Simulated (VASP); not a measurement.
# TiC (CsCl type) (Pm-3m) in VASP: notebook

The runs below take TiC (CsCl type) through single point, with PBE.

Everything below comes from runs of VASP 6.6.1. Logs are shortened: lines on timing, memory, paths and dates and some standing lists are left out, and cuts for length are marked.

## 1. The cell of the first run

Symmetry: Pm-3m, No. 221, cubic system. The conventional cell has a = 2.478 Å, b = 2.478 Å, c = 2.478 Å, α = 90.00°, β = 90.00°, γ = 90.00°. Ti (site symmetry m-3m) has 8 C at 2.15 Å and 6 Ti at 2.48 Å within 2.8 Å. Within 2.8 Å of C (site symmetry m-3m) lie 8 Ti at 2.15 Å and 6 C at 2.48 Å.

## 2. Single point, PBE

INCAR reads:

```
SYSTEM = TiC
ALGO = Normal
EDIFF = 1E-6
ENCUT = 520
GGA = PE
ISIF = 2
ISMEAR = -1
LASPH = .TRUE.
LCHARG = .TRUE.
LELF = .TRUE.
LREAL = .FALSE.
LVHAR = .TRUE.
LWAVE = .FALSE.
NBANDS = 15
NELM = 80
PREC = Accurate
SIGMA = 0.05
```

KPOINTS reads:

```
k-points
0
G
  15 15 15
  0 0 0
```

POSCAR reads:

```
TiC
1.0
    2.4779710344      0.0000000000      0.0000000000
    0.0000000000      2.4779710344      0.0000000000
    0.0000000000      0.0000000000      2.4779710344
Ti C
1 1
Direct
    0.0000000000      0.0000000000      0.0000000000
    0.5000000000      0.5000000000      0.5000000000
```

Potentials or basis: VASP PAW PBE potentials, release 64 (Ti_sv, C).

Run with:

```console
cat potpaw_PBE.64/Ti_sv/POTCAR potpaw_PBE.64/C/POTCAR > POTCAR
mpirun -np 1 vasp_std > vasp.out
```

OUTCAR:

```text
SYSTEM = TiC
   EDIFF = 1E-6
   ENCUT = 520
   GGA = PE
   ISIF = 2
   ISMEAR = -1
   LASPH = .TRUE.
   LREAL = .FALSE.
   NELM = 80
   PREC = Accurate

 ion  position               nearest neighbor table
   1  0.000  0.000  0.000-   2 2.15   2 2.15   2 2.15   2 2.15   2 2.15   2 2.15   2 2.15   2 2.15

   2  0.500  0.500  0.500-   1 2.15   1 2.15   1 2.15   1 2.15   1 2.15   1 2.15   1 2.15   1 2.15

  LATTYP: Found a simple cubic cell.
 ALAT       =     2.4779710344

  Lattice vectors:

 A1 = (   2.4779710344,   0.0000000000,   0.0000000000)
 A2 = (   0.0000000000,   2.4779710344,   0.0000000000)
 A3 = (   0.0000000000,   0.0000000000,   2.4779710344)

Analysis of symmetry for initial positions (statically):
=====================================================================
 Subroutine PRICEL returns:
 Original cell was already a primitive cell.

 Routine SETGRP: Setting up the symmetry group for a
 simple cubic supercell.

 Subroutine GETGRP returns: Found 48 space group operations
[... 9 lines left out ...]

 Routine SETGRP: Setting up the symmetry group for a
 simple cubic supercell.

 Subroutine GETGRP returns: Found 48 space group operations
[... 11 lines left out ...]
                                     Primitive cell

  volume of cell :      15.2156

  direct lattice vectors                    reciprocal lattice vectors
     2.477971034  0.000000000  0.000000000     0.403555968  0.000000000  0.000000000
     0.000000000  2.477971034  0.000000000     0.000000000  0.403555968  0.000000000
     0.000000000  0.000000000  2.477971034     0.000000000  0.000000000  0.403555968

  length of vectors
     2.477971034  2.477971034  2.477971034     0.403555968  0.403555968  0.403555968

  position of ions in fractional coordinates (direct lattice)
     0.000000000  0.000000000  0.000000000
     0.500000000  0.500000000  0.500000000

  ion indices of the primitive-cell ions
   primitive index   ion index
                 1           1
                 2           2

----------------------------------------------------------------------------------------

 KPOINTS: k-points

Automatic generation of k-mesh.
 Grid dimensions read from file:
 generate k-points for:   15   15   15

 Generating k-lattice:

  Cartesian coordinates                     Fractional coordinates (reciprocal lattice)
     0.026903731  0.000000000  0.000000000     0.066666667  0.000000000  0.000000000
     0.000000000  0.026903731  0.000000000     0.000000000  0.066666667  0.000000000
     0.000000000  0.000000000  0.026903731     0.000000000  0.000000000  0.066666667

[... 64 lines left out ...]
   POTIM  = 0.5000    time-step for ionic-motion
   TEBEG  =    0.0;   TEEND  =   0.0 temperature during run
   PSTRESS=    0.0 pullay stress
   NELECT =      16.0000    total number of electrons
   NUPDOWN=      -1.0000    fix difference up-down
   EMIN   =  10.00;   EMAX   =-10.00  energy-range for DOS
   EFERMI =   0.00;   METHOD = LEGACY
   ISMEAR =    -1;   SIGMA  =   0.05  broadening in eV -4-tet -1-fermi 0-gaus
   EFERMI_NEDOS =   21; number of points for ismear=-14 and -15
   IALGO  =     38    algorithm
   IMIX   =      4    mixing-type and parameters
     AMIX     =   0.40;   BMIX     =  1.00
     AMIX_MAG =   1.60;   BMIX_MAG =  1.00
  volume/ion in A,a.u.               =       7.61        51.34
  Fermi-wavevector in a.u.,A,eV,Ry     =   1.664761  3.145942 37.707590  2.771430
  Thomas-Fermi vector in A             =   2.751249
   LORBIT       =      0    0 simple, 1 ext, 2 COOP (PROOUT), +10 PAW based schemes
   GGA     = PE    functional components
   LHFCALC =     F    Hartree Fock is set to
   AEXX    =    0.0000 exact exchange contribution
   IVDW    =     0    specifies the selected vdW correction
   LEPSILON=     F    determine dielectric tensor
   LRPA    =     F    only Hartree local field effects (RPA)
 non-spin polarized calculation
  energy-cutoff  :      520.00
  volume of cell :       15.22
 maximum number of plane-waves:       437
   NGX =  9   NGY =  9   NGZ =  9

 number of electron      16.0000012 magnetization

 Free energy of the ion-electron system (eV)
  ---------------------------------------------------
  ext. energy  EPLUGINS =         0.00000000
  ---------------------------------------------------
  free energy    TOTEN  =       -15.18126870 eV

  energy without entropy =      -15.16108880  energy(sigma->0) =      -15.17117875

 E-fermi :  13.7087     XC(G=0): -14.3533

 val. band max:       13.7048726638   @ k =   0.4000   0.2667   0.1333
 cond. band min:      13.7114228898   @ k =   0.4667   0.2667   0.0667
 fundamental gap:      0.0065502259
 Fermi energy:        13.7086785758

 k-point     1 :       0.0000    0.0000    0.0000
  band No.  band energies     occupation
      1     -42.6247      2.00000
      2     -18.1024      2.00000
      3     -18.1024      2.00000
      4     -18.1024      2.00000
      5      -0.7927      2.00000
      6      11.2995      2.00000
      7      11.2995      2.00000
      8      15.6982      0.00000
      9      15.6982      0.00000
     10      15.6982      0.00000
     11      18.2202      0.00000
     12      18.2202      0.00000
     13      18.2202      0.00000
     14      29.6309      0.00000
[... 401 lines left out ...]
      2     -19.3155      2.00000
      3     -18.5409      2.00000
      4     -17.9148      2.00000
      5       2.1517      2.00000
      6       8.5743      2.00000
      7      11.1396      2.00000
      8      13.3713      1.99766
      9      13.5540      1.91317
     10      17.2921      0.00000
     11      18.2266      0.00000
     12      20.7068      0.00000
     13      21.2095      0.00000
     14      29.1948      0.00000
     15      31.7587      0.00000

 [... further k-points ...]

------------------------ aborting loop because EDIFF is reached ----------------------------------------

  FORCE on cell =-STRESS in cart. coord.  units (eV):
  Direction    XX          YY          ZZ          XY          YZ          ZX
  --------------------------------------------------------------------------------------
  -------------------------------------------------------------------------------------
  Total        9.5219797      9.5219797      9.5219797      0.0000000      0.0000000      0.0000000
  in kB     1002.6495319   1002.6495319   1002.6495319      0.0000000      0.0000000      0.0000000
  external PRESSURE =    1002.6495319 kB  Pullay stress =       0.0000000 kB

 VOLUME and BASIS-vectors are now :
 -----------------------------------------------------------------------------
  energy-cutoff  :      520.00
  volume of cell :       15.22
      direct lattice vectors                 reciprocal lattice vectors
     2.477971034  0.000000000  0.000000000     0.403555968  0.000000000  0.000000000
     0.000000000  2.477971034  0.000000000     0.000000000  0.403555968  0.000000000
     0.000000000  0.000000000  2.477971034     0.000000000  0.000000000  0.403555968

 POSITION                                       TOTAL-FORCE (eV/Angst)
 -----------------------------------------------------------------------------------
      0.00000      0.00000      0.00000         0.000000      0.000000      0.000000
      1.23899      1.23899      1.23899         0.000000      0.000000      0.000000
 -----------------------------------------------------------------------------------
    total drift:                               -0.000000     -0.000000      0.000000

  FREE ENERGIE OF THE ION-ELECTRON SYSTEM (eV)
  ---------------------------------------------------
  free  energy   TOTEN  =       -15.1812687047 eV

  energy  without entropy=      -15.1610888050  energy(sigma->0) =      -15.17117875
```

stdout:

```text
POSCAR found type information on POSCAR TiC
 POSCAR found :  2 types and       2 ions
 scaLAPACK will be used
 LDA part: xc-table for (Slater+PW92), standard interpolation
 POSCAR, INCAR and KPOINTS ok, starting setup
 FFT: planning ... GRIDC
 FFT: planning ... GRID_SOFT
 FFT: planning ... GRID
 WAVECAR not read
 entering main loop
```

It took 21 s on 1 thread of Intel Xeon Platinum 8488C (Sapphire Rapids), shared host; peak memory 0.14 GiB.

Results:

```
Free energy            : -15.1813 eV
Pressure               : 100.3 GPa
Band gap on the k mesh : zero (band 8 reaches 15.70 eV, above the bottom of band 9 at 12.50 eV)
```

## 3. Single point, PBE

INCAR reads:

```
PREC = Accurate ; ENCUT = 520
EDIFF = 1E-6 ; ISMEAR = -1
SIGMA = 0.05 ; LREAL = F
LASPH = T ; NELM = 80
ALGO = Normal ; ISIF = 2
LWAVE = F ; LCHARG = F
GGA = PE ; NBANDS = 15
```

KPOINTS reads:

```
regular mesh
0
Gamma
  15 15 15
```

POSCAR reads:

```
TiC
1.0
    2.4781021033      0.0000000000      0.0000000000
    0.0000000000      2.4781021033      0.0000000000
    0.0000000000      0.0000000000      2.4781021033
Ti C
1 1
Direct
    0.0000000000      0.0000000000      0.0000000000
    0.5000000000      0.5000000000      0.5000000000
```

Potentials or basis: VASP PAW PBE potentials, release 64 (Ti_sv, C).

Run with:

```console
cat potpaw_PBE.64/Ti_sv/POTCAR potpaw_PBE.64/C/POTCAR > POTCAR
mpirun -np 1 vasp_std > vasp.out
```

It took 16 s on 1 thread of Intel Xeon Platinum 8488C (Sapphire Rapids), shared host; peak memory 0.14 GiB.

It converged, with:

* Free energy: -15.1828 eV
* Pressure: 100.2 GPa
* Band gap on the k mesh: zero (band 8 reaches 15.70 eV, above the bottom of band 9 at 12.50 eV)

Levels at points of the mesh, in eV from the Fermi level:
```
           k point  band 6  band 7  band 8  band 9  band 10  band 11
(0.00, 0.00, 0.00)   -2.41   -2.41    1.99    1.99     1.99     4.51
```
